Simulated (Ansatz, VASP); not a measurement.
# Mg2CdSe3 in VASP and in Ansatz

```
CELL_PARAMETERS angstrom
-0.00059 -3.97288 0.00022
7.93399 0.00114 0.00064
-1.98331 1.98630 8.37065
ATOMIC_POSITIONS crystal
Mg 0.66763 0.33340 0.33381
Mg 0.66650 0.83345 0.33381
Mg 0.33348 0.16655 0.66620
Mg 0.33238 0.66653 0.66610
Cd 0.00006 0.00002 0.99996
Cd 0.00008 0.49992 0.00003
Se 0.82977 0.41519 0.66073
Se 0.83087 0.91522 0.66074
Se 0.52043 0.25009 0.00005
Se 0.47958 0.74993 0.99998
Se 0.16935 0.08482 0.33927
Se 0.16987 0.58487 0.33932
```

Change from the starting cell: cell x2, atoms moved at random (sigma 0.1 Å) and cell strained at random (1.5 %), then relaxed without symmetry.

Alike in both runs: functional PBE; k mesh 4 × 2 × 4; occupations gaussian, width 0.1 eV; no spin polarisation.

Ansatz relaxed the structure, and its values are those at the end. VASP's run is a single point on that final structure, the one shown.

|  | VASP | Ansatz |
| --- | --- | --- |
| version | VASP 6.6.1 | Ansatz 0.2.0 |
| potentials or method | VASP PAW PBE potentials, release 64 (Mg, Cd, Se), cutoff 520 eV | scalar-relativistic, plane waves, PAW |
| valence electrons in the cell | 68 | 176 |

Ansatz gave:

```
gap on the k mesh at the Fermi level (eV) : 0.72
least direct gap on the mesh (eV)         : 0.72
pressure (GPa)                            : 0.0
rms of the force components (eV/Å)        : 0.002
```

Q: What did VASP give for the same quantities?

A: gap on the k mesh at the Fermi level (eV): 0.71; least direct gap on the mesh (eV): 0.71; pressure (GPa): 0.1; rms of the force components (eV/Å): 0.007.

VASP's potentials hold 68 valence electrons a cell and Ansatz's 176, so a difference there can come from the potentials and not from the codes.
